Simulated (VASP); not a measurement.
# Ga2Mo in VASP: single point with PBE

Aim: the single point of Ga2Mo with PBE.

Program: VASP 6.6.1. These are calculated values, not measurements. Logs are shortened: lines on timing, memory, paths and dates and some standing lists are left out, and cuts for length are marked.

## (1) The cell of the first run

The typed cell holds 3 atoms: a = 4.267 Å, b = 4.267 Å, c = 3.522 Å, α = 90.00°, β = 90.00°, γ = 60.00°.

## (2) Single point, PBE

INCAR reads:

```
SYSTEM = Ga2Mo
PREC = Accurate
ENCUT = 520
EDIFF = 1E-7
ISMEAR = -1
SIGMA = 0.0668
LREAL = .False.
LASPH = .True.
NELM = 100
ALGO = Normal
ISIF = 2
LWAVE = .False.
LCHARG = .False.
GGA = PE
NBANDS = 27
```

KPOINTS reads:

```
regular mesh
0
Gamma
  9 9 10
  0 0 0
```

POSCAR reads:

```
Ga2Mo
1.0
    2.1335050000      3.6953350000      0.0000000000
   -2.1335050000      3.6953350000      0.0000000000
    0.0000000000      0.0000000000      3.5223140000
Mo Ga
1 2
Direct
    0.0000000000      0.0000000000      0.0000000000
    0.3333000000      0.3334000000      0.5000000000
    0.6666000000      0.6667000000      0.5000000000
```

Potentials or basis: VASP PAW PBE potentials, release 64 (Mo_sv, Ga_d).

The run is started by

```console
> cat potpaw_PBE.64/Mo_sv/POTCAR potpaw_PBE.64/Ga_d/POTCAR > POTCAR
> mpirun -np 1 vasp_std > vasp.out
```

OUTCAR:

```text
SYSTEM = Ga2Mo
   PREC = Accurate
   ENCUT = 520
   EDIFF = 1E-7
   ISMEAR = -1
   LREAL = .False.
   LASPH = .True.
   NELM = 100
   ISIF = 2
   GGA = PE

 ion  position               nearest neighbor table
   1  0.000  0.000  0.000-   3 3.03   3 3.03   2 3.03   2 3.03   2 3.03   3 3.03   2 3.03   3 3.03
                             3 3.03   3 3.03   2 3.03   2 3.03
   2  0.333  0.333  0.500-   3 2.46   3 2.46   3 2.46   1 3.03   1 3.03   1 3.03   1 3.03   1 3.03
                             1 3.03
   3  0.667  0.667  0.500-   2 2.46   2 2.46   2 2.46   1 3.03   1 3.03   1 3.03   1 3.03   1 3.03
                             1 3.03

  LATTYP: Found a hexagonal cell.
 ALAT       =     4.2670064855
 C/A-ratio  =     0.8254765986

  Lattice vectors:

 A1 = (   2.1335050000,  -3.6953350000,   0.0000000000)
 A2 = (   2.1335050000,   3.6953350000,   0.0000000000)
 A3 = (   0.0000000000,   0.0000000000,   3.5223140000)

Analysis of symmetry for initial positions (statically):
=====================================================================
 Subroutine PRICEL returns:
 Original cell was already a primitive cell.

 Routine SETGRP: Setting up the symmetry group for a
 hexagonal supercell.

 Subroutine GETGRP returns: Found  4 space group operations
 (whereof  4 operations were pure point group operations)
 out of a pool of 24 trial point group operations.

The static configuration has the point symmetry C_2v.

Analysis of symmetry for dynamics (positions and initial velocities):
=====================================================================
 Subroutine PRICEL returns:
 Original cell was already a primitive cell.

 Routine SETGRP: Setting up the symmetry group for a
 hexagonal supercell.

 Subroutine GETGRP returns: Found  4 space group operations
 (whereof  4 operations were pure point group operations)
 out of a pool of 24 trial point group operations.

The dynamic configuration has the point symmetry C_2v.

 Subroutine INISYM returns: Found  4 space group operations
 (whereof  4 operations are pure point group operations),
 and found     1 'primitive' translations

----------------------------------------------------------------------------------------

                                     Primitive cell

  volume of cell :      55.5400

  direct lattice vectors                    reciprocal lattice vectors
     2.133505000  3.695335000  0.000000000     0.234356142  0.135305730  0.000000000
    -2.133505000  3.695335000  0.000000000    -0.234356142  0.135305730  0.000000000
     0.000000000  0.000000000  3.522314000     0.000000000  0.000000000  0.283904274

  length of vectors
     4.267006485  4.267006485  3.522314000     0.270611237  0.270611237  0.283904274

  position of ions in fractional coordinates (direct lattice)
     0.000000000  0.000000000  0.000000000
     0.333300000  0.333400000  0.500000000
     0.666600000  0.666700000  0.500000000

  ion indices of the primitive-cell ions
   primitive index   ion index
                 1           1
                 2           2
                 3           3

----------------------------------------------------------------------------------------

 KPOINTS: regular mesh

Automatic generation of k-mesh.
 Grid dimensions read from file:
 generate k-points for:    9    9   10

 Generating k-lattice:

  Cartesian coordinates                     Fractional coordinates (reciprocal lattice)
     0.026039571  0.015033970  0.000000000     0.111111111  0.000000000  0.000000000
    -0.026039571  0.015033970  0.000000000     0.000000000  0.111111111  0.000000000
     0.000000000  0.000000000  0.028390427     0.000000000  0.000000000  0.100000000

  Length of vectors
     0.030067915  0.030067915  0.028390427

  Shift w.r.t. Gamma in fractional coordinates (k-lattice)
     0.000000000  0.000000000  0.000000000

 Subroutine IBZKPT returns following result:
 ===========================================

 Found    150 irreducible k-points:

 Following reciprocal coordinates:
            Coordinates               Weight
  0.000000  0.000000  0.000000      1.000000
  0.111111  0.000000  0.000000      4.000000
  0.111111  0.111111  0.000000      2.000000
  0.222222  0.000000  0.000000      4.000000
  0.222222  0.222222  0.000000      2.000000
  0.333333  0.000000  0.000000      4.000000
[... 16 lines left out ...]
  0.333333 -0.444444  0.000000      4.000000
 -0.222222  0.333333  0.000000      4.000000
 [... further k-points ...]
   k-points           NKPTS =    150   k-points in BZ     NKDIM =    150   number of bands    NBANDS=     27
   number of dos      NEDOS =    301   number of ions     NIONS =      3
   total plane-waves  NPLWV =  28672
   dimension x,y,z NGX =    32 NGY =   32 NGZ =   28
   dimension x,y,z NGXF=    64 NGYF=   64 NGZF=   56
   ions per type =               1   2
   NGX,Y,Z   is equivalent  to a cutoff of  12.47, 12.47, 13.22 a.u.
   NGXF,Y,Z  is equivalent  to a cutoff of  24.93, 24.93, 26.43 a.u.
 SYSTEM =  Ga2Mo
   PREC   = accura    normal or accurate (medium, high low for compatibility)
   ISTART =      0    job   : 0-new  1-cont  2-samecut
   ICHARG =      2    charge: 1-file 2-atom 10-const
   ISPIN  =      1    spin polarized calculation?
   LNONCOLLINEAR =      F non collinear calculations
   LSORBIT =      F    spin-orbit coupling
   LASPH  =      T    aspherical Exc in radial PAW
   ENCUT  =  520.0 eV  38.22 Ry    6.18 a.u.   7.93  7.93  6.55*2*pi/ulx,y,z
   NELM   =    100;   NELMIN=  2; NELMDL= -5     # of ELM steps
   EDIFF  = 0.1E-06   stopping-criterion for ELM
   LREAL  =      F    real-space projection
   EDIFFG = 0.1E-05   stopping-criterion for IOM
   NSW    =      0    number of steps for IOM
   IBRION =     -1    ionic relax: 0-MD 1-quasi-New 2-CG
   NFREE  =      0    steps in history (QN), initial steepest desc. (CG)
   ISIF   =      2    stress and relaxation
   ISYM   =      2    0-nonsym 1-usesym 2-fastsym
   POTIM  = 0.5000    time-step for ionic-motion
   TEBEG  =    0.0;   TEEND  =   0.0 temperature during run
   PSTRESS=    0.0 pullay stress
   NELECT =      40.0000    total number of electrons
   NUPDOWN=      -1.0000    fix difference up-down
   EMIN   =  10.00;   EMAX   =-10.00  energy-range for DOS
   EFERMI =   0.00;   METHOD = LEGACY
   ISMEAR =    -1;   SIGMA  =   0.07  broadening in eV -4-tet -1-fermi 0-gaus
   EFERMI_NEDOS =   21; number of points for ismear=-14 and -15
   IALGO  =     38    algorithm
   IMIX   =      4    mixing-type and parameters
     AMIX     =   0.40;   BMIX     =  1.00
     AMIX_MAG =   1.60;   BMIX_MAG =  1.00
  volume/ion in A,a.u.               =      18.51       124.93
  Fermi-wavevector in a.u.,A,eV,Ry     =   1.467438  2.773055 29.298420  2.153373
  Thomas-Fermi vector in A             =   2.583055
   LORBIT       =      0    0 simple, 1 ext, 2 COOP (PROOUT), +10 PAW based schemes
   GGA     = PE    functional components
   LHFCALC =     F    Hartree Fock is set to
   AEXX    =    0.0000 exact exchange contribution
   IVDW    =     0    specifies the selected vdW correction
   LEPSILON=     F    determine dielectric tensor
   LRPA    =     F    only Hartree local field effects (RPA)
 non-spin polarized calculation
  energy-cutoff  :      520.00
  volume of cell :       55.54
 maximum number of plane-waves:      1509
   NGX = 15   NGY = 15   NGZ = 13

 number of electron      40.0000009 magnetization

 Free energy of the ion-electron system (eV)
  ---------------------------------------------------
  ext. energy  EPLUGINS =         0.00000000
  ---------------------------------------------------
  free energy    TOTEN  =       -15.17558358 eV

  energy without entropy =      -15.11881263  energy(sigma->0) =      -15.14719811

 E-fermi :   7.3150     XC(G=0): -11.5352

 val. band max:        7.3081535646   @ k =  -0.4444   0.1111   0.2000
 cond. band min:       7.3161078641   @ k =   0.3333   0.0000   0.0000
 fundamental gap:      0.0079542995
 Fermi energy:         7.3150057122

 k-point     1 :       0.0000    0.0000    0.0000
  band No.  band energies     occupation
      1     -53.7678      2.00000
      2     -27.8872      2.00000
      3     -27.7997      2.00000
      4     -27.7997      2.00000
      5      -8.1856      2.00000
      6      -8.0975      2.00000
[... 19 lines left out ...]
     26      10.5768      0.00000
     27      12.2416      0.00000

 k-point     2 :       0.1111    0.0000    0.0000
  band No.  band energies     occupation
      1     -53.7678      2.00000
      2     -27.8870      2.00000
      3     -27.8012      2.00000
      4     -27.8001      2.00000
      5      -8.1862      2.00000
      6      -8.1318      2.00000
[... 19 lines left out ...]
     26      11.6241      0.00000
     27      12.9295      0.00000

 k-point     3 :       0.1111    0.1111    0.0000
  band No.  band energies     occupation
      1     -53.7678      2.00000
      2     -27.8870      2.00000
      3     -27.8012      2.00000
      4     -27.8001      2.00000
      5      -8.1863      2.00000
      6      -8.1318      2.00000
[... 19 lines left out ...]
     26      11.6242      0.00000
     27      12.9297      0.00000

 k-point     4 :       0.2222    0.0000    0.0000
  band No.  band energies     occupation
      1     -53.7677      2.00000
      2     -27.8867      2.00000
      3     -27.8050      2.00000
      4     -27.8010      2.00000
      5      -8.2135      2.00000
      6      -8.1884      2.00000
[... 19 lines left out ...]
     26      13.1892      0.00000
     27      13.9827      0.00000

 k-point     5 :       0.2222    0.2222    0.0000
  band No.  band energies     occupation
      1     -53.7677      2.00000
      2     -27.8867      2.00000
      3     -27.8050      2.00000
      4     -27.8010      2.00000
      5      -8.2138      2.00000
      6      -8.1884      2.00000
[... 19 lines left out ...]
     26      13.1891      0.00000
     27      13.9829      0.00000

 k-point     6 :       0.3333    0.0000    0.0000
  band No.  band energies     occupation
      1     -53.7675      2.00000
      2     -27.8864      2.00000
      3     -27.8094      2.00000
      4     -27.8021      2.00000
      5      -8.2600      2.00000
      6      -8.2332      2.00000
[... 444 lines left out ...]
      1     -53.7675      2.00000
      2     -27.8862      2.00000
      3     -27.8096      2.00000
      4     -27.8042      2.00000
      5      -8.3173      2.00000
      6      -8.1875      2.00000
[... 19 lines left out ...]
     26      13.9329      0.00000
     27      14.2223      0.00000

 k-point    22 :      -0.4444    0.2222    0.0000
  band No.  band energies     occupation
      1     -53.7674      2.00000
      2     -27.8860      2.00000
      3     -27.8106      2.00000
      4     -27.8059      2.00000
      5      -8.3479      2.00000
      6      -8.1882      2.00000
[... 19 lines left out ...]
     26      13.7387      0.00000
     27      14.2228      0.00000

 k-point    23 :       0.3333   -0.4444    0.0000
  band No.  band energies     occupation
      1     -53.7674      2.00000
      2     -27.8860      2.00000
      3     -27.8106      2.00000
      4     -27.8059      2.00000
      5      -8.3479      2.00000
      6      -8.1884      2.00000
[... 19 lines left out ...]
     26      13.7382      0.00000
     27      14.2230      0.00000

 k-point    24 :      -0.2222    0.3333    0.0000
  band No.  band energies     occupation
      1     -53.7674      2.00000
      2     -27.8860      2.00000
      3     -27.8106      2.00000
      4     -27.8059      2.00000
      5      -8.3479      2.00000
      6      -8.1881      2.00000
[... 19 lines left out ...]
     26      13.7384      0.00000
     27      14.2226      0.00000

 [... further k-points ...]

------------------------ aborting loop because EDIFF is reached ----------------------------------------

  FORCE on cell =-STRESS in cart. coord.  units (eV):
  Direction    XX          YY          ZZ          XY          YZ          ZX
  --------------------------------------------------------------------------------------
  -------------------------------------------------------------------------------------
  Total       -3.9803724     -3.9764688     -7.4759781      0.0000000      0.0000000      0.0000000
  in kB     -114.8229619   -114.7103536   -215.6617173      0.0000000      0.0000000      0.0000000
  external PRESSURE =    -148.3983443 kB  Pullay stress =       0.0000000 kB

 VOLUME and BASIS-vectors are now :
 -----------------------------------------------------------------------------
  energy-cutoff  :      520.00
  volume of cell :       55.54
      direct lattice vectors                 reciprocal lattice vectors
     2.133505000  3.695335000  0.000000000     0.234356142  0.135305730  0.000000000
    -2.133505000  3.695335000  0.000000000    -0.234356142  0.135305730  0.000000000
     0.000000000  0.000000000  3.522314000     0.000000000  0.000000000  0.283904274

 POSITION                                       TOTAL-FORCE (eV/Angst)
 -----------------------------------------------------------------------------------
      0.00000      0.00000      0.00000        -0.000217      0.000000      0.000000
     -0.00021      2.46368      1.76116         0.000109     -0.001900      0.000000
     -0.00021      4.92699      1.76116         0.000109      0.001900      0.000000
 -----------------------------------------------------------------------------------
    total drift:                               -0.000005      0.000000     -0.000000

  FREE ENERGIE OF THE ION-ELECTRON SYSTEM (eV)
  ---------------------------------------------------
  free  energy   TOTEN  =       -15.1755835839 eV

  energy  without entropy=      -15.1188126266  energy(sigma->0) =      -15.14719811
```

It took 3.8 min on 1 thread of Intel Xeon 8259CL, shared host; peak memory 0.33 GiB.

Results:

- Free energy: -15.1756 eV
- Pressure: -14.8 GPa
- Band gap on the k mesh: zero (bands 20 and 21 overlap by 0.59 eV)

Levels at points of the mesh, in eV from the Fermi level:
```csv
k point,band 17,band 18,band 19,band 20,band 21,band 22,band 23,band 24
"(0.00, 0.00, 0.00)",-2.70,-1.98,-0.06,0.05,0.05,1.37,2.49,2.49
"(0.00, 0.00, 0.50)",-1.76,-1.76,-0.80,-0.80,0.49,0.49,1.41,2.02
```

Caveat: the cell stands under tension.
